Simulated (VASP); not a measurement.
# MnS (P6_3mc) in VASP: relaxation of shape and atoms at fixed volume with BLYP

Aim: the relaxation of shape and atoms at fixed volume of MnS with BLYP.

All numbers are computed with VASP 6.6.1; they aren't measurements. Logs are shortened: lines on timing, memory, paths and dates and some standing lists are left out, and cuts for length are marked.

### Step 1. The cell of the first run

It takes space group P6_3mc (No. 186, hexagonal). The conventional cell has a = 4.096 Å, b = 4.096 Å, c = 6.614 Å, α = 90.00°, β = 90.00°, γ = 120.00°. Mn (site symmetry 3m) has 4 S at 2.50 Å within 3.3 Å. S (site symmetry 3m) has 4 Mn at 2.50 Å within 3.3 Å.

### Step 2. Relaxation of shape and atoms at fixed volume, BLYP, collinear spin, ferromagnetic start

INCAR

```
SYSTEM = MnS
PREC = Accurate
ENCUT = 500
EDIFF = 1E-7
ISMEAR = 0
SIGMA = 0.05
LREAL = .FALSE.
LASPH = .TRUE.
NELM = 200
ALGO = Normal
ISIF = 4
LWAVE = .FALSE.
LCHARG = .FALSE.
ISPIN = 2
MAGMOM = 4.59 4.59 0 0
LORBIT = 11
LMAXMIX = 4
GGA = B5
ALDAX = 1.0
AGGAX = 1.0
AGGAC = 1.0
ALDAC = 0.0
IBRION = 2
NSW = 60
EDIFFG = -0.04
GGA_COMPAT = .FALSE.
NELMIN = 4
```

KPOINTS

```
Automatic mesh
0
G
  8 8 4
  0 0 0
```

POSCAR

```
MnS
1.0
    4.0961467386      0.0000000000      0.0000000000
   -2.0480733693      3.5473671333      0.0000000000
    0.0000000000      0.0000000000      6.6143340960
Mn S
2 2
Direct
    0.3333333333      0.6666666667      1.0018532376
    0.6666666667      0.3333333333      0.5018532376
    0.6666666667      0.3333333333      0.1231472674
    0.3333333333      0.6666666667      0.6231472674
```

Potentials or basis: VASP PAW PBE potentials, release 64 (Mn_pv, S).

Run with:

```sh
$ cat potpaw_PBE.64/Mn_pv/POTCAR potpaw_PBE.64/S/POTCAR > POTCAR
$ mpirun -np 1 vasp_std > vasp.out
```

OUTCAR:

```text
SYSTEM = MnS
   PREC = Accurate
   ENCUT = 500
   EDIFF = 1E-7
   ISMEAR = 0
   LREAL = .FALSE.
   LASPH = .TRUE.
   NELM = 200
   ISIF = 4
   ISPIN = 2
   LORBIT = 11
   GGA = B5
   IBRION = 2
   NSW = 60
   EDIFFG = -0.04
   NELMIN = 4

 ion  position               nearest neighbor table
   1  0.333  0.667  0.002-   3 2.50   3 2.50   3 2.50   4 2.50
   2  0.667  0.333  0.502-   4 2.50   4 2.50   4 2.50   3 2.50
   3  0.667  0.333  0.123-   1 2.50   1 2.50   1 2.50   2 2.50
   4  0.333  0.667  0.623-   2 2.50   2 2.50   2 2.50   1 2.50

  LATTYP: Found a hexagonal cell.
 ALAT       =     4.0961467386
 C/A-ratio  =     1.6147698113

  Lattice vectors:

 A1 = (   4.0961467386,   0.0000000000,   0.0000000000)
 A2 = (  -2.0480733693,   3.5473671333,   0.0000000000)
 A3 = (   0.0000000000,   0.0000000000,   6.6143340960)

Analysis of symmetry for initial positions (statically):
=====================================================================
 Subroutine PRICEL returns:
 Original cell was already a primitive cell.

 Routine SETGRP: Setting up the symmetry group for a
 hexagonal supercell.

 Subroutine GETGRP returns: Found 12 space group operations
 (whereof  6 operations were pure point group operations)
 out of a pool of 24 trial point group operations.

The static configuration has the point symmetry C_3v.
 The point group associated with its full space group is C_6v.

Analysis of symmetry for dynamics (positions and initial velocities):
=====================================================================
 Subroutine PRICEL returns:
 Original cell was already a primitive cell.

 Routine SETGRP: Setting up the symmetry group for a
 hexagonal supercell.

 Subroutine GETGRP returns: Found 12 space group operations
 (whereof  6 operations were pure point group operations)
 out of a pool of 24 trial point group operations.

The dynamic configuration has the point symmetry C_3v.
 The point group associated with its full space group is C_6v.

Analysis of structural, dynamic, and magnetic symmetry:
=====================================================================
 Subroutine PRICEL returns:
 Original cell was already a primitive cell.

 Routine SETGRP: Setting up the symmetry group for a
 hexagonal supercell.

 Subroutine GETGRP returns: Found 12 space group operations
 (whereof  6 operations were pure point group operations)
 out of a pool of 24 trial point group operations.

The overall configuration has the point symmetry C_3v.
 The point group associated with its full space group is C_6v.

 Subroutine INISYM returns: Found 12 space group operations
 (whereof  6 operations are pure point group operations),
 and found     1 'primitive' translations

----------------------------------------------------------------------------------------

                                     Primitive cell

  volume of cell :      96.1098

  direct lattice vectors                    reciprocal lattice vectors
     4.096146739  0.000000000  0.000000000     0.244131879  0.140949606  0.000000000
    -2.048073369  3.547367133  0.000000000     0.000000000  0.281899212  0.000000000
     0.000000000  0.000000000  6.614334096     0.000000000  0.000000000  0.151186799

  length of vectors
     4.096146739  4.096146739  6.614334096     0.281899212  0.281899212  0.151186799

  position of ions in fractional coordinates (direct lattice)
     0.333333333  0.666666667  0.001853238
     0.666666667  0.333333333  0.501853238
     0.666666667  0.333333333  0.123147267
     0.333333333  0.666666667  0.623147267

  ion indices of the primitive-cell ions
   primitive index   ion index
                 1           1
                 2           2
                 3           3
                 4           4

----------------------------------------------------------------------------------------

 KPOINTS: Automatic mesh

Automatic generation of k-mesh.
 Grid dimensions read from file:
 generate k-points for:    8    8    4

 Generating k-lattice:

  Cartesian coordinates                     Fractional coordinates (reciprocal lattice)
     0.030516485  0.017618701  0.000000000     0.125000000  0.000000000  0.000000000
     0.000000000  0.035237402  0.000000000     0.000000000  0.125000000  0.000000000
     0.000000000  0.000000000  0.037796700     0.000000000  0.000000000  0.250000000

  Length of vectors
     0.035237402  0.035237402  0.037796700

  Shift w.r.t. Gamma in fractional coordinates (k-lattice)
     0.000000000  0.000000000  0.000000000

 Subroutine IBZKPT returns following result:
 ===========================================

 Found     30 irreducible k-points:

 Following reciprocal coordinates:
            Coordinates               Weight
  0.000000  0.000000  0.000000      1.000000
  0.125000  0.000000  0.000000      6.000000
  0.250000  0.000000  0.000000      6.000000
  0.375000  0.000000  0.000000      6.000000
  0.500000  0.000000  0.000000      3.000000
  0.125000  0.125000  0.000000      6.000000
[... 16 lines left out ...]
  0.250000  0.000000  0.500000      6.000000
  0.375000  0.000000  0.500000      6.000000
 [... further k-points ...]
   k-points           NKPTS =     30   k-points in BZ     NKDIM =     30   number of bands    NBANDS=     28
   number of dos      NEDOS =    301   number of ions     NIONS =      4
   total plane-waves  NPLWV =  43200
   dimension x,y,z NGX =    30 NGY =   30 NGZ =   48
   dimension x,y,z NGXF=    60 NGYF=   60 NGZF=   96
   ions per type =               2   2
   NGX,Y,Z   is equivalent  to a cutoff of  12.18, 12.18, 12.06 a.u.
   NGXF,Y,Z  is equivalent  to a cutoff of  24.35, 24.35, 24.13 a.u.
 SYSTEM =  MnS
   PREC   = accura    normal or accurate (medium, high low for compatibility)
   ISTART =      0    job   : 0-new  1-cont  2-samecut
   ICHARG =      2    charge: 1-file 2-atom 10-const
   ISPIN  =      2    spin polarized calculation?
   LNONCOLLINEAR =      F non collinear calculations
   LSORBIT =      F    spin-orbit coupling
   LASPH  =      T    aspherical Exc in radial PAW
   ENCUT  =  500.0 eV  36.75 Ry    6.06 a.u.   7.47  7.47 12.06*2*pi/ulx,y,z
   NELM   =    200;   NELMIN=  4; NELMDL= -5     # of ELM steps
   EDIFF  = 0.1E-06   stopping-criterion for ELM
   LREAL  =      F    real-space projection
   EDIFFG = -.4E-01   stopping-criterion for IOM
   NSW    =     60    number of steps for IOM
   IBRION =      2    ionic relax: 0-MD 1-quasi-New 2-CG
   NFREE  =      1    steps in history (QN), initial steepest desc. (CG)
   ISIF   =      4    stress and relaxation
   ISYM   =      2    0-nonsym 1-usesym 2-fastsym
   POTIM  = 0.5000    time-step for ionic-motion
   TEBEG  =    0.0;   TEEND  =   0.0 temperature during run
   PSTRESS=    0.0 pullay stress
   NELECT =      38.0000    total number of electrons
   NUPDOWN=      -1.0000    fix difference up-down
   EMIN   =  10.00;   EMAX   =-10.00  energy-range for DOS
   EFERMI =   0.00;   METHOD = LEGACY
   ISMEAR =     0;   SIGMA  =   0.05  broadening in eV -4-tet -1-fermi 0-gaus
   EFERMI_NEDOS =   21; number of points for ismear=-14 and -15
   IALGO  =     38    algorithm
   IMIX   =      4    mixing-type and parameters
     AMIX     =   0.40;   BMIX     =  1.00
     AMIX_MAG =   1.60;   BMIX_MAG =  1.00
  volume/ion in A,a.u.               =      24.03       162.15
  Fermi-wavevector in a.u.,A,eV,Ry     =   1.201564  2.270626 19.643481  1.443755
  Thomas-Fermi vector in A             =   2.337369
   LORBIT       =     11    0 simple, 1 ext, 2 COOP (PROOUT), +10 PAW based schemes
   GGA     = B5    functional components
   LHFCALC =     F    Hartree Fock is set to
   AEXX    =    0.0000 exact exchange contribution
   IVDW    =     0    specifies the selected vdW correction
   LEPSILON=     F    determine dielectric tensor
   LRPA    =     F    only Hartree local field effects (RPA)
 conjugate gradient relaxation of ions
 spin polarized calculation
 Gauss-broadening in eV      SIGMA  =   0.05
  energy-cutoff  :      500.00
  volume of cell :       96.11
 maximum number of plane-waves:      2479
 NGX is ok and might be reduce to    30
   NGX = 15   NGY = 15   NGZ = 25

 number of electron      38.0000032 magnetization      10.0017958

 number of electron      38.0000032 magnetization       9.9983899

 Free energy of the ion-electron system (eV)
  ---------------------------------------------------
  ext. energy  EPLUGINS =         0.00000000
  ---------------------------------------------------
  free energy    TOTEN  =       -25.57755697 eV

  energy without entropy =      -25.57744097  energy(sigma->0) =      -25.57749897

 E-fermi :   4.1274     XC(G=0):  -8.4054

 val. band max:        4.0830754137   @ k =   0.0000   0.0000   0.0000
 cond. band min:       4.1918510801   @ k =   0.3750   0.0000   0.0000
 fundamental gap:      0.1087756664
 Fermi energy:         4.1273602253

 spin component 1

 k-point     1 :       0.0000    0.0000    0.0000
  band No.  band energies     occupation
      1     -46.4911      1.00000
      2     -46.4890      1.00000
      3     -46.4890      1.00000
      4     -46.4890      1.00000
      5     -46.4886      1.00000
      6     -46.4886      1.00000
[... 20 lines left out ...]
     27       9.8918      0.00000
[... 691 lines left out ...]
      6     -46.4891      1.00000
[... 20 lines left out ...]
     27       9.1380      0.00000
     28       9.1380      0.00000

 [... further k-points ...]

 spin component 2

 k-point     1 :       0.0000    0.0000    0.0000
  band No.  band energies     occupation
      1     -41.9834      1.00000
      2     -41.9803      1.00000
      3     -41.9801      1.00000
      4     -41.9801      1.00000
      5     -41.9795      1.00000
      6     -41.9795      1.00000
[... 20 lines left out ...]
     27      10.7067      0.00000
[... 691 lines left out ...]
      6     -41.9803      1.00000
[... 20 lines left out ...]
     27      10.2538      0.00000
     28      10.2538      0.00000

 [... further k-points ...]
[... 5 lines left out ...]
  --------------------------------------------------------------------------------------
  -------------------------------------------------------------------------------------
  Total       -0.4726379     -0.4726379     -0.4361105      0.0000000      0.0000000      0.0000000
  in kB       -7.8790043     -7.8790043     -7.2700825      0.0000000      0.0000000      0.0000000
  external PRESSURE =      -7.6760304 kB  Pullay stress =       0.0000000 kB

 VOLUME and BASIS-vectors are now :
 -----------------------------------------------------------------------------
  energy-cutoff  :      500.00
  volume of cell :       96.11
      direct lattice vectors                 reciprocal lattice vectors
     4.096146739  0.000000000  0.000000000     0.244131879  0.140949606  0.000000000
    -2.048073369  3.547367133  0.000000000     0.000000000  0.281899212  0.000000000
     0.000000000  0.000000000  6.614334096     0.000000000  0.000000000  0.151186799

 POSITION                                       TOTAL-FORCE (eV/Angst)
 -----------------------------------------------------------------------------------
     -0.00000      2.36491      0.01226        -0.000000     -0.000000     -0.007851
      2.04807      1.18246      3.31942        -0.000000      0.000000     -0.007851
      2.04807      1.18246      0.81454         0.000000     -0.000000      0.007851
     -0.00000      2.36491      4.12170        -0.000000      0.000000      0.007851
 -----------------------------------------------------------------------------------
    total drift:                               -0.000000      0.000000     -0.000034

  FREE ENERGIE OF THE ION-ELECTRON SYSTEM (eV)
  ---------------------------------------------------
  free  energy   TOTEN  =       -25.5775569694 eV

  energy  without entropy=      -25.5774409730  energy(sigma->0) =      -25.57749897

 reached required accuracy - stopping structural energy minimisation

 total charge

# of ion       s       p       d       tot
------------------------------------------
    1        0.246   6.177   4.907  11.331
    2        0.246   6.177   4.907  11.331
    3        1.326   2.437   0.000   3.763
    4        1.326   2.437   0.000   3.763
--------------------------------------------------
tot          3.143  17.229   9.815  30.187

 magnetization (x)

# of ion       s       p       d       tot
------------------------------------------
    1        0.039   0.050   4.294   4.383
    2        0.039   0.050   4.294   4.383
    3        0.016   0.117   0.000   0.133
    4        0.016   0.117   0.000   0.133
--------------------------------------------------
tot          0.109   0.335   8.588   9.032
```

Wall time 4.2 min (1 thread of Intel Xeon 8259CL, shared host); peak memory 0.29 GiB.

What came out:

- Free energy: -25.5776 eV
- Pressure after relaxing: -0.8 GPa
- Largest force after relaxing: 0.008 eV/Å
- Band gap on the k mesh: 0.11 eV, indirect (least direct gap 0.53 eV)
- Net moment: 10.00 μB per cell
- Site moments: Mn +4.38; S +0.13 μB
- Valence electrons inside the program's atomic spheres: Mn 11.33; S 3.76

Forces on the atoms (eV/Å):
```
Mn   0.000  0.000 -0.008
Mn   0.000  0.000 -0.008
S    0.000  0.000  0.008
S    0.000  0.000  0.008
```

Final structure:
```
Mn S
1.0
     4.09615    0.00000    0.00000
    -2.04807    3.54737    0.00000
     0.00000    0.00000    6.61433
Mn S
2 2
Direct
  0.33333 0.66667 0.00185
  0.66667 0.33333 0.50185
  0.66667 0.33333 0.12315
  0.33333 0.66667 0.62315
```

Levels at points of the mesh, in eV from the valence-band top:
Spin up:
| k point | band 22 | band 23 | band 24 | band 25 | band 26 | band 27 |
| --- | --- | --- | --- | --- | --- | --- |
| (0.00, 0.00, 0.00) | -0.11 | 0.00 | 0.00 | 0.97 | 2.61 | 5.81 |
| (0.50, 0.00, 0.00) | -2.09 | -1.20 | -0.88 | 3.48 | 3.60 | 4.47 |
| (0.00, 0.00, 0.50) | -0.43 | -0.43 | -0.43 | 2.53 | 2.53 | 5.61 |
| (0.50, 0.00, 0.50) | -1.47 | -1.37 | -1.37 | 3.16 | 3.16 | 5.01 |
Spin down:
```csv
k point,band 12,band 13,band 14,band 15,band 16,band 17
"(0.00, 0.00, 0.00)",-3.01,-3.01,-2.94,0.53,0.53,0.83
"(0.50, 0.00, 0.00)",-3.10,-3.10,-2.94,0.18,0.37,0.67
"(0.00, 0.00, 0.50)",-3.03,-3.03,-3.03,0.77,0.77,0.77
"(0.50, 0.00, 0.50)",-3.06,-3.03,-3.03,0.57,0.57,0.83
```

Caveat: the relaxation stopped at its first step, so nothing moved; the PAW data sets were made with another functional, which shifts forces and pressure a little; only a ferromagnetic start was run, and an antiferromagnetic order may lie lower in energy. A k mesh can miss the band edges.
